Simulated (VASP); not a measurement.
# Ge (Fd-3m) in VASP: a series of runs

Ge is run at these levels: LDA; tasks: single point.

All numbers are computed with VASP 6.6.1; they aren't measurements. Logs are shortened: lines on timing, memory, paths and dates and some standing lists are left out, and cuts for length are marked.

## 1. The cell of the first run

It takes space group Fd-3m (No. 227, cubic). Conventional cell: a = 5.621 Å, b = 5.621 Å, c = 5.621 Å, α = 90.00°, β = 90.00°, γ = 90.00°. Within 3.2 Å of Ge (site symmetry -43m) lie 4 Ge at 2.43 Å.

## 2. Single point, LDA

INCAR reads:

```
SYSTEM = Ge
PREC     = Accurate       ! precision mode
ENCUT    = 520            ! plane-wave cutoff, eV
EDIFF    = 1E-7           ! SCF threshold, eV
ISMEAR   = 0              ! smearing method
SIGMA    = 0.1            ! smearing width, eV
LREAL    = .FALSE.        ! projectors in reciprocal space
LASPH    = .TRUE.         ! aspherical terms in the spheres
NELM     = 100            ! most SCF steps
ALGO     = Normal         ! electronic algorithm
ISIF     = 2              ! what is computed and relaxed
LWAVE    = .FALSE.        ! write WAVECAR
LCHARG   = .FALSE.        ! write CHGCAR
ISYM     = 0            
NBANDS   = 21             ! bands
```

KPOINTS reads:

```
Automatic mesh
0
G
  9 9 12
  0 0 0
```

POSCAR reads:

```
Ge
1.0
    3.9749643228      0.0000000000      0.0000000000
    0.0000000000      3.9749643228      0.0000000000
   -1.9874821614     -1.9874821614      2.8107242277
Ge
2
Direct
    0.0000000000      0.0000000000      0.0000000000
    0.7500000000      0.2500000000      0.5000000000
```

Potentials or basis: VASP PAW LDA potentials, release 64 (Ge_d).

Command:

```bash
> cat potpaw_LDA.64/Ge_d/POTCAR > POTCAR
> mpirun -np 1 vasp_std > vasp.out
```

OUTCAR:

```text
SYSTEM = Ge
   PREC = Accurate
   ENCUT = 520
   EDIFF = 1E-7
   ISMEAR = 0
   LREAL = .FALSE.
   LASPH = .TRUE.
   NELM = 100
   ISIF = 2
   ISYM = 0

 ion  position               nearest neighbor table
   1  0.000  0.000  0.000-   2 2.43   2 2.43   2 2.43   2 2.43
   2  0.750  0.250  0.500-   1 2.43   1 2.43   1 2.43   1 2.43

IMPORTANT INFORMATION: All symmetrisations will be switched off!
NOSYMM: (Re-)initialisation of all symmetry stuff for point group C_1.

----------------------------------------------------------------------------------------

                                     Primitive cell

  volume of cell :      44.4104

  direct lattice vectors                    reciprocal lattice vectors
     3.974964323  0.000000000  0.000000000     0.251574585  0.000000000  0.177890095
     0.000000000  3.974964323  0.000000000     0.000000000  0.251574585  0.177890095
    -1.987482161 -1.987482161  2.810724228     0.000000000  0.000000000  0.355780190

  length of vectors
     3.974964323  3.974964323  3.974964323     0.308114683  0.308114683  0.355780190

  position of ions in fractional coordinates (direct lattice)
     0.000000000  0.000000000  0.000000000
     0.750000000  0.250000000  0.500000000

  ion indices of the primitive-cell ions
   primitive index   ion index
                 1           1
                 2           2

----------------------------------------------------------------------------------------

 KPOINTS: Automatic mesh

Automatic generation of k-mesh.
 Grid dimensions read from file:
 generate k-points for:    9    9   12

 Generating k-lattice:

  Cartesian coordinates                     Fractional coordinates (reciprocal lattice)
     0.027952732  0.000000000  0.019765566     0.111111111  0.000000000  0.000000000
     0.000000000  0.027952732  0.019765566     0.000000000  0.111111111  0.000000000
     0.000000000  0.000000000  0.029648349     0.000000000  0.000000000  0.083333333

  Length of vectors
     0.034234965  0.034234965  0.029648349

  Shift w.r.t. Gamma in fractional coordinates (k-lattice)
     0.000000000  0.000000000  0.000000000

 -----------------------------------------------------------------------------
|                                                                             |
|           W    W    AA    RRRRR   N    N  II  N    N   GGGG   !!!           |
|           W    W   A  A   R    R  NN   N  II  NN   N  G    G  !!!           |
|           W    W  A    A  R    R  N N  N  II  N N  N  G       !!!           |
|           W WW W  AAAAAA  RRRRR   N  N N  II  N  N N  G  GGG   !            |
|           WW  WW  A    A  R   R   N   NN  II  N   NN  G    G                |
|           W    W  A    A  R    R  N    N  II  N    N   GGGG   !!!           |
[... 68 lines left out ...]
   IBRION =     -1    ionic relax: 0-MD 1-quasi-New 2-CG
   NFREE  =      0    steps in history (QN), initial steepest desc. (CG)
   ISIF   =      2    stress and relaxation
   ISYM   =      0    0-nonsym 1-usesym 2-fastsym
   POTIM  = 0.5000    time-step for ionic-motion
   TEBEG  =    0.0;   TEEND  =   0.0 temperature during run
   PSTRESS=    0.0 pullay stress
   NELECT =      28.0000    total number of electrons
   NUPDOWN=      -1.0000    fix difference up-down
   EMIN   =  10.00;   EMAX   =-10.00  energy-range for DOS
   EFERMI =   0.00;   METHOD = LEGACY
   ISMEAR =     0;   SIGMA  =   0.10  broadening in eV -4-tet -1-fermi 0-gaus
   EFERMI_NEDOS =   21; number of points for ismear=-14 and -15
   IALGO  =     38    algorithm
   IMIX   =      4    mixing-type and parameters
     AMIX     =   0.40;   BMIX     =  1.00
     AMIX_MAG =   1.60;   BMIX_MAG =  1.00
  volume/ion in A,a.u.               =      22.21       149.85
  Fermi-wavevector in a.u.,A,eV,Ry     =   1.403781  2.652761 26.811645  1.970600
  Thomas-Fermi vector in A             =   2.526408
   LORBIT       =      0    0 simple, 1 ext, 2 COOP (PROOUT), +10 PAW based schemes
   GGA     = CA    functional components
   LHFCALC =     F    Hartree Fock is set to
   AEXX    =    0.0000 exact exchange contribution
   IVDW    =     0    specifies the selected vdW correction
   LEPSILON=     F    determine dielectric tensor
   LRPA    =     F    only Hartree local field effects (RPA)
 non-spin polarized calculation
 Gauss-broadening in eV      SIGMA  =   0.10
  energy-cutoff  :      520.00
  volume of cell :       44.41
 maximum number of plane-waves:      1243
 NGX is ok and might be reduce to    30
   NGX = 15   NGY = 15   NGZ = 15

 number of electron      28.0000032 magnetization

 Free energy of the ion-electron system (eV)
  ---------------------------------------------------
  ext. energy  EPLUGINS =         0.00000000
  ---------------------------------------------------
  free energy    TOTEN  =       -10.38961667 eV

  energy without entropy =      -10.38933104  energy(sigma->0) =      -10.38947385

 E-fermi :   4.9585     XC(G=0): -10.3798

 val. band max:        4.9474774825   @ k =   0.0000   0.0000   0.0000
 cond. band min:       5.0657251327   @ k =   0.0000   0.4444   0.0000
 fundamental gap:      0.1182476502
 Fermi energy:         4.9585288839

 k-point     1 :       0.0000    0.0000    0.0000
  band No.  band energies     occupation
      1     -20.0537      2.00000
      2     -20.0536      2.00000
      3     -20.0532      2.00000
      4     -20.0155      2.00000
      5     -20.0150      2.00000
      6     -19.7941      2.00000
[... 565 lines left out ...]
     20      13.9345      0.00000
     21      13.9347      0.00000

 [... further k-points ...]

------------------------ aborting loop because EDIFF is reached ----------------------------------------

  FORCE on cell =-STRESS in cart. coord.  units (eV):
  Direction    XX          YY          ZZ          XY          YZ          ZX
  --------------------------------------------------------------------------------------
  -------------------------------------------------------------------------------------
  Total        0.0446924      0.0446871      0.0263527      0.0002450     -0.0015782     -0.0015835
  in kB        1.6123513      1.6121579      0.9507180      0.0088381     -0.0569371     -0.0571274
  external PRESSURE =       1.3917424 kB  Pullay stress =       0.0000000 kB

 VOLUME and BASIS-vectors are now :
 -----------------------------------------------------------------------------
  energy-cutoff  :      520.00
  volume of cell :       44.41
      direct lattice vectors                 reciprocal lattice vectors
     3.974964323  0.000000000  0.000000000     0.251574585  0.000000000  0.177890095
     0.000000000  3.974964323  0.000000000     0.000000000  0.251574585  0.177890095
    -1.987482161 -1.987482161  2.810724228     0.000000000  0.000000000  0.355780190

 POSITION                                       TOTAL-FORCE (eV/Angst)
 -----------------------------------------------------------------------------------
      0.00000      0.00000      0.00000        -0.001030      0.001031     -0.000000
      1.98748      0.00000      1.40536         0.001030     -0.001031      0.000000
 -----------------------------------------------------------------------------------
    total drift:                                0.000001      0.000000      0.000001

  FREE ENERGIE OF THE ION-ELECTRON SYSTEM (eV)
  ---------------------------------------------------
  free  energy   TOTEN  =       -10.3896166670 eV

  energy  without entropy=      -10.3893310413  energy(sigma->0) =      -10.38947385
```

OSZICAR:

```text
N       E                     dE             d eps       ncg     rms          rms(c)
DAV:   1     0.188558163844E+03    0.18856E+03   -0.14570E+04 22852   0.360E+03
DAV:   2     0.168433926697E+02   -0.17171E+03   -0.16631E+03 20544   0.616E+02
DAV:   3    -0.966805315115E+01   -0.26511E+02   -0.26321E+02 23439   0.142E+02
DAV:   4    -0.105581339715E+02   -0.89008E+00   -0.88964E+00 22939   0.305E+01
DAV:   5    -0.105726007627E+02   -0.14467E-01   -0.14466E-01 23444   0.423E+00    0.337E+00
DAV:   6    -0.104502900114E+02    0.12231E+00   -0.37760E-02 22994   0.159E+00    0.193E+00
DAV:   7    -0.103888835520E+02    0.61406E-01   -0.76994E-02 21965   0.202E+00    0.141E-01
DAV:   8    -0.103895914206E+02   -0.70787E-03   -0.57840E-03 23489   0.875E-01    0.452E-02
DAV:   9    -0.103896201770E+02   -0.28756E-04   -0.99862E-05 29192   0.215E-01    0.138E-02
DAV:  10    -0.103896168132E+02    0.33638E-05   -0.13737E-05 31596   0.973E-02    0.409E-03
DAV:  11    -0.103896166870E+02    0.12613E-06   -0.14943E-06 25356   0.247E-02    0.119E-03
DAV:  12    -0.103896166670E+02    0.20013E-07   -0.14006E-07 16612   0.706E-03
   1 F= -.10389617E+02 E0= -.10389474E+02  d E =-.285626E-03
```

Wall time 10 min (1 thread of Intel Xeon 8259CL, shared host); peak memory 0.44 GiB.

What came out:

| Quantity | Value |
| --- | --- |
| Free energy | -10.3896 eV |
| Pressure | 0.1 GPa |

## 3. Single point, LDA

INCAR reads:

```
  PREC = Accurate
  ENCUT = 520
  EDIFF = 1E-7
  ISMEAR = 0
  SIGMA = 0.1
  LREAL = F
  LASPH = T
  NELM = 100
  ALGO = Normal
  ISIF = 2
  LWAVE = F
  LCHARG = F
  GGA = CA
  NBANDS = 21
```

KPOINTS reads:

```
regular mesh
0
Gamma
  12 12 12
```

POSCAR reads:

```
Ge
1.0
    0.0000000000      2.8107242294      2.8107242294
    2.8107242294      0.0000000000      2.8107242294
    2.8107242294      2.8107242294      0.0000000000
Ge
2
Direct
    0.0000000000      0.0000000000      0.0000000000
    0.2500000000      0.2500000000      0.2500000000
```

Potentials or basis: VASP PAW LDA potentials, release 64 (Ge_d).

Command:

```bash
> cat potpaw_LDA.64/Ge_d/POTCAR > POTCAR
> mpirun -np 1 vasp_std > vasp.out
```

OUTCAR:

```text
PREC = Accurate
   ENCUT = 520
   EDIFF = 1E-7
   ISMEAR = 0
   LREAL = F
   LASPH = T
   NELM = 100
   ISIF = 2
   GGA = CA

 ion  position               nearest neighbor table
   1  0.000  0.000  0.000-   2 2.43   2 2.43   2 2.43   2 2.43
   2  0.250  0.250  0.250-   1 2.43   1 2.43   1 2.43   1 2.43

  LATTYP: Found a face centered cubic cell.
 ALAT       =     5.6214484588

  Lattice vectors:

 A1 = (   0.0000000000,   2.8107242294,   2.8107242294)
 A2 = (   2.8107242294,   0.0000000000,   2.8107242294)
 A3 = (   2.8107242294,   2.8107242294,   0.0000000000)

Analysis of symmetry for initial positions (statically):
=====================================================================
 Subroutine PRICEL returns:
 Original cell was already a primitive cell.

 Routine SETGRP: Setting up the symmetry group for a
 face centered cubic supercell.

 Subroutine GETGRP returns: Found 48 space group operations
 (whereof 24 operations were pure point group operations)
 out of a pool of 48 trial point group operations.

The static configuration has the point symmetry T_d .
 The point group associated with its full space group is O_h .

Analysis of symmetry for dynamics (positions and initial velocities):
=====================================================================
 Subroutine PRICEL returns:
 Original cell was already a primitive cell.

 Routine SETGRP: Setting up the symmetry group for a
 face centered cubic supercell.

 Subroutine GETGRP returns: Found 48 space group operations
 (whereof 24 operations were pure point group operations)
 out of a pool of 48 trial point group operations.

The dynamic configuration has the point symmetry T_d .
 The point group associated with its full space group is O_h .

 Subroutine INISYM returns: Found 48 space group operations
 (whereof 24 operations are pure point group operations),
 and found     1 'primitive' translations

[... 103 lines left out ...]
   TEBEG  =    0.0;   TEEND  =   0.0 temperature during run
   PSTRESS=    0.0 pullay stress
   NELECT =      28.0000    total number of electrons
   NUPDOWN=      -1.0000    fix difference up-down
   EMIN   =  10.00;   EMAX   =-10.00  energy-range for DOS
   EFERMI =   0.00;   METHOD = LEGACY
   ISMEAR =     0;   SIGMA  =   0.10  broadening in eV -4-tet -1-fermi 0-gaus
   EFERMI_NEDOS =   21; number of points for ismear=-14 and -15
   IALGO  =     38    algorithm
   IMIX   =      4    mixing-type and parameters
     AMIX     =   0.40;   BMIX     =  1.00
     AMIX_MAG =   1.60;   BMIX_MAG =  1.00
  volume/ion in A,a.u.               =      22.21       149.85
  Fermi-wavevector in a.u.,A,eV,Ry     =   1.403781  2.652761 26.811645  1.970600
  Thomas-Fermi vector in A             =   2.526408
   LORBIT       =      0    0 simple, 1 ext, 2 COOP (PROOUT), +10 PAW based schemes
   GGA     = CA    functional components
   LHFCALC =     F    Hartree Fock is set to
   AEXX    =    0.0000 exact exchange contribution
   IVDW    =     0    specifies the selected vdW correction
   LEPSILON=     F    determine dielectric tensor
   LRPA    =     F    only Hartree local field effects (RPA)
 non-spin polarized calculation
 Gauss-broadening in eV      SIGMA  =   0.10
  energy-cutoff  :      520.00
  volume of cell :       44.41
 maximum number of plane-waves:      1243
 NGX is ok and might be reduce to    30
   NGX = 15   NGY = 15   NGZ = 15

 number of electron      28.0000032 magnetization

 Free energy of the ion-electron system (eV)
  ---------------------------------------------------
  ext. energy  EPLUGINS =         0.00000000
  ---------------------------------------------------
  free energy    TOTEN  =       -10.39108526 eV

  energy without entropy =      -10.39086782  energy(sigma->0) =      -10.39097654

 E-fermi :   4.9470     XC(G=0): -10.3800

 val. band max:        4.9136879810   @ k =   0.0000   0.0000   0.0000
 cond. band min:       4.9471280082   @ k =   0.0000   0.0000   0.0000
 fundamental gap:      0.0334400272
 Fermi energy:         4.9470416146

 k-point     1 :       0.0000    0.0000    0.0000
  band No.  band energies     occupation
      1     -20.0539      2.00000
      2     -20.0539      2.00000
      3     -20.0539      2.00000
      4     -20.0157      2.00000
      5     -20.0157      2.00000
      6     -19.7943      2.00000
[... 565 lines left out ...]
     20      14.6474      0.00000
     21      15.2295      0.00000

 [... further k-points ...]
[... 5 lines left out ...]
  --------------------------------------------------------------------------------------
  -------------------------------------------------------------------------------------
  Total        0.0358875      0.0358875      0.0358875      0.0000000      0.0000000     -0.0000000
  in kB        1.2946990      1.2946990      1.2946990      0.0000000      0.0000000     -0.0000000
  external PRESSURE =       1.2946990 kB  Pullay stress =       0.0000000 kB

 VOLUME and BASIS-vectors are now :
 -----------------------------------------------------------------------------
  energy-cutoff  :      520.00
  volume of cell :       44.41
      direct lattice vectors                 reciprocal lattice vectors
     0.000000000  2.810724229  2.810724229    -0.177890095  0.177890095  0.177890095
     2.810724229  0.000000000  2.810724229     0.177890095 -0.177890095  0.177890095
     2.810724229  2.810724229  0.000000000     0.177890095  0.177890095 -0.177890095

 POSITION                                       TOTAL-FORCE (eV/Angst)
 -----------------------------------------------------------------------------------
      0.00000      0.00000      0.00000         0.000000      0.000000      0.000000
      1.40536      1.40536      1.40536        -0.000000     -0.000000     -0.000000
 -----------------------------------------------------------------------------------
    total drift:                                0.000000     -0.000000      0.000000

  FREE ENERGIE OF THE ION-ELECTRON SYSTEM (eV)
  ---------------------------------------------------
  free  energy   TOTEN  =       -10.3910852562 eV

  energy  without entropy=      -10.3908678154  energy(sigma->0) =      -10.39097654
```

OSZICAR:

```text
N       E                     dE             d eps       ncg     rms          rms(c)
DAV:   1     0.188204204208E+03    0.18820E+03   -0.14603E+04  3410   0.363E+03
DAV:   2     0.167367023454E+02   -0.17147E+03   -0.16591E+03  3034   0.628E+02
DAV:   3    -0.965916446985E+01   -0.26396E+02   -0.26221E+02  3489   0.141E+02
DAV:   4    -0.105590561930E+02   -0.89989E+00   -0.89935E+00  3379   0.306E+01
DAV:   5    -0.105738698478E+02   -0.14814E-01   -0.14813E-01  3454   0.427E+00    0.336E+00
DAV:   6    -0.104516987462E+02    0.12217E+00   -0.37594E-02  3374   0.159E+00    0.193E+00
DAV:   7    -0.103903553462E+02    0.61343E-01   -0.76619E-02  3216   0.202E+00    0.141E-01
DAV:   8    -0.103910625683E+02   -0.70722E-03   -0.57838E-03  3499   0.851E-01    0.449E-02
DAV:   9    -0.103910886933E+02   -0.26125E-04   -0.98493E-05  3855   0.117E-01    0.140E-02
DAV:  10    -0.103910855108E+02    0.31825E-05   -0.97925E-06  4249   0.407E-02    0.423E-03
DAV:  11    -0.103910852430E+02    0.26777E-06   -0.10718E-06  3208   0.832E-03    0.166E-03
DAV:  12    -0.103910852562E+02   -0.13123E-07   -0.51745E-08  2346   0.370E-03
   1 F= -.10391085E+02 E0= -.10390977E+02  d E =-.217441E-03
```

stdout:

```text
POSCAR found type information on POSCAR Ge
 POSCAR found :  1 types and       2 ions
 scaLAPACK will be used
 LDA part: xc-table for (Slater(with rela. corr.)+CA(PZ))
 , standard interpolation
 POSCAR, INCAR and KPOINTS ok, starting setup
 FFT: planning ... GRIDC
 FFT: planning ... GRID_SOFT
 FFT: planning ... GRID
 WAVECAR not read
 entering main loop
```

Wall time 28 s (1 thread of Intel Xeon 6975P-C (Granite Rapids), shared host); peak memory 0.17 GiB.

Results:

```yaml
Free_energy: -10.3911 eV
Pressure: 0.1 GPa
```

(Continued in part 2 of 2.)
